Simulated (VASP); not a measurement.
Here is a VASP 6.6.1 calculation.

File INCAR:

```
PREC     = Accurate       # precision mode
ENCUT    = 520            # plane-wave cutoff, eV
EDIFF    = 1E-6           # SCF threshold, eV
ISMEAR   = -1             # smearing method
SIGMA    = 0.02           # smearing width, eV
LREAL    = F              # projectors in reciprocal space
LASPH    = T              # aspherical terms in the spheres
NELM     = 60             # most SCF steps
ALGO     = Normal         # electronic algorithm
ISIF     = 2              # what is computed and relaxed
LWAVE    = F              # write WAVECAR
LCHARG   = T              # write CHGCAR
GGA      = PE             # functional
LELF     = T              # ELF
LVHAR    = T            
NBANDS   = 11             # bands
```

Contents of KPOINTS:

```
regular mesh
0
Gamma
  12 12 12
```

POSCAR

```
C
1.0
    0.0392608608      1.7659812790      1.7659812790
    1.7659812790      0.0392608608      1.7659812790
    1.7659812790      1.7659812790      0.0392608608
C
2
Direct
    0.0002892538      0.0002892538      0.0002892538
    0.2497107462      0.2497107462      0.2497107462
```

Potentials or basis: VASP PAW PBE potentials, release 64 (C).

Command:

```bash
$ cat potpaw_PBE.64/C/POTCAR > POTCAR
$ mpirun -np 1 vasp_std > vasp.out
```

(1) Predict the pressure.

(2) Predict the largest force.

Results:

(1) 34.5 GPa.

(2) 0.058 eV/Å.

Caveat: the cell differs from its parent crystal (epitaxial 111 strain -3.0%).
